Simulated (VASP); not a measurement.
A run of VASP 6.6.1 is set up as follows.

File INCAR:

```
  PREC = Accurate
  ENCUT = 600
  EDIFF = 1E-7
  ISMEAR = -1
  SIGMA = 0.1
  LREAL = F
  LASPH = T
  NELM = 150
  ALGO = Normal
  ISIF = 3
  LWAVE = F
  LCHARG = F
  ISPIN = 2
  MAGMOM = 4.9 0 0 0
  LORBIT = 11
  LMAXMIX = 6
  GGA = PS
  IVDW = 12
  IBRION = 2
  NSW = 60
  EDIFFG = -0.01
```

The input KPOINTS:

```
Automatic mesh
0
Gamma
  5 5 5
```

POSCAR

```
GdPd3
1.0
    4.0800000000      0.0000000000      0.0000000000
    0.0000000000      4.0800000000      0.0000000000
    0.0000000000      0.0000000000      4.0800000000
Gd Pd
1 3
Direct
    0.0000000000      0.0000000000      0.0000000000
    0.0000000000      0.5000000000      0.5000000000
    0.5000000000      0.0000000000      0.5000000000
    0.5000000000      0.5000000000      0.0000000000
```

Potentials or basis: VASP PAW PBE potentials, release 64 (Gd, Pd).

Command:

```console
$ cat potpaw_PBE.64/Gd/POTCAR potpaw_PBE.64/Pd/POTCAR > POTCAR
$ mpirun -np 1 vasp_std > vasp.out
```

(1) What does it give for the net moment?

(2) What does it give for the space group after relaxing (to 0.1 Å)?

Results:

(1) 7.13 μB per cell.

(2) Pm-3m (No. 221).
